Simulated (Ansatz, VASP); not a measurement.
# Two plane-wave programs on Cd4SeS3

```
Cd Se S
1.0
     4.24147    0.00000    0.00000
    -2.12073    3.67322    0.00000
     0.00000    0.00000   13.82700
Cd Se S
4 1 3
Direct
  0.33333 0.66667 0.00477
  0.33333 0.66667 0.49427
  0.66667 0.33333 0.24954
  0.66667 0.33333 0.76043
  0.33333 0.66667 0.68850
  0.33333 0.66667 0.19083
  0.66667 0.33333 0.43562
  0.66667 0.33333 0.94603
```

Alike in both runs: functional PBE; k mesh 6 × 6 × 2; occupations gaussian, width 0.02 eV; no spin polarisation.

Ansatz relaxed the structure, and its values are those at the end. VASP's run is a single point on that final structure, the one shown.

```csv
,VASP,Ansatz
version,VASP 6.6.1,Ansatz 0.2.0
potentials or method,"VASP PAW PBE potentials, release 64 (Cd, Se, S), cutoff 520 eV","scalar-relativistic, plane waves, PAW"
valence electrons in the cell,72,114
```

|  | VASP | Ansatz | Ansatz less VASP |
| --- | --- | --- | --- |
| gap on the k mesh at the Fermi level (eV) | 0.74 | 0.74 | +0.001 |
| least direct gap on the mesh (eV) | 0.74 | 0.74 | +0.001 |
| pressure (GPa) | 0.3 | 0.0 | -0.29 |
| rms of the force components (eV/Å) | 0.004 | 0.002 | -0.0016 |

VASP's potentials hold 72 valence electrons a cell and Ansatz's 114, so a difference there can come from the potentials and not from the codes.
